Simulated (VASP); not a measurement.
Ge, 4 atoms in the cell. The structure is orthorhombic, space group Cmcm (No. 63). Conventional cell: a = 4.235 Å, b = 6.921 Å, c = 6.603 Å, α = 90.00°, β = 90.00°, γ = 90.00°. Ge (site symmetry m) has 4 Ge at 2.45 to 2.55 Å within 3.2 Å.  This cell differs from its parent crystal: strain +0.0600 x Voigt [1, 0, 0, 0, 0, 0].

```yaml
Program: VASP 6.6.1
Task: single point
Functional: r2SCAN
Potentials_or_basis: VASP PAW PBE potentials, release 64 (Ge_d)
Cutoff: 520 eV
k_mesh: 12 × 12 × 6
Occupations: gaussian, width 0.03 eV
Spin: no spin polarisation
Dipole_correction: no
Further_INCAR_settings: ALGO = Normal; EDIFF = 1e-06; NBANDS = 36
```

Potentials or basis: VASP PAW PBE potentials, release 64 (Ge_d).

Launch:

```sh
$ cat potpaw_PBE.64/Ge_d/POTCAR > POTCAR
$ cp INCAR.step1 INCAR
$ mpirun -np 1 vasp_std > vasp.out
$ cp INCAR.step2 INCAR
$ mpirun -np 1 vasp_std > vasp.out
```

Hardware: 1 thread of Oxide Virtual Turin-like Processor (shared host).

How long does it take, and how much memory?

Wall time 22 min on 1 thread of Oxide Virtual Turin-like Processor, on a shared host, peak memory 0.49 GiB. Counts: k points 172.
